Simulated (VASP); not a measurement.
A run of VASP 6.6.1:

The input INCAR:

```
ALGO = Normal
EDIFF = 1E-7
ENCUT = 520
GGA = CA
ISIF = 2
ISMEAR = -1
ISPIN = 2
LASPH = True
LCHARG = True
LELF = True
LMAXMIX = 4
LORBIT = 11
LREAL = False
LVHAR = True
LWAVE = False
MAGMOM = 2
NBANDS = 16
NELM = 150
PREC = Accurate
SIGMA = 0.1
```

The input KPOINTS:

```
k-points
0
Gamma
  21 21 21
```

POSCAR

```
Cr
1.0
   -1.3943742682      1.3943742682      1.3943742682
    1.3943742682     -1.3943742682      1.3943742682
    1.3943742682      1.3943742682     -1.3943742682
Cr
1
Direct
    0.0000000000      0.0000000000      0.0000000000
```

Potentials or basis: VASP PAW LDA potentials, release 64 (Cr_pv).

Run with:

```sh
$ cat potpaw_LDA.64/Cr_pv/POTCAR > POTCAR
$ mpirun -np 1 vasp_std > vasp.out
```

Hardware: 1 thread of Intel(R) Xeon(R) 6975P-C (Granite Rapids) (shared host).

Estimate the wall time of this run.

Wall time 56 s on 1 thread of Intel(R) Xeon(R) 6975P-C (Granite Rapids) (shared host), peak memory 0.18 GiB. Counts: scf iterations 14, k points 286.
